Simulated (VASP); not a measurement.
Runs of VASP 6.6.1 on RbGe6. The structure is that of space group Im-3m (No. 229), or close to it. The cells are those of the table. 

```tsv
cell	k mesh	smearing	gap on the mesh (eV)	pressure (GPa)
a = 6.106 Å, angles 109.5°, 7 atoms	8 × 8 × 8	gaussian 0.1 eV	none	3.1
a = 6.233 Å, angles 109.5°, 7 atoms	4 × 4 × 4	gaussian 0.2 eV	none	0.2
a = 5.879 Å, angles 109.5°, 7 atoms	4 × 4 × 4	gaussian 0.1 eV	none	(b)
a = 6.224, b = 6.250 Å, angles 109.5, 109.3, 109.2°, 7 atoms	4 × 4 × 4	gaussian 0.2 eV	none	(a)
a = 6.041 Å, angles 109.5°, 7 atoms	8 × 8 × 8	gaussian 0.1 eV	none	5.1
```

Alike in all rows: task single point; level PBE; potentials or basis VASP PAW PBE potentials, release 64 (Rb_sv, Ge_d); no spin polarisation; cutoff (eV) 520.

Question: Estimate the missing entries.

Answer: (a) -0.1; (b) 11.4.

Caveats: the cell stands under pressure (at least some runs).

A k mesh can miss the band edges, and the runs leave out spin-orbit coupling on Ge, Rb.

A gap of «none» marks levels without a gap at the run's occupations.
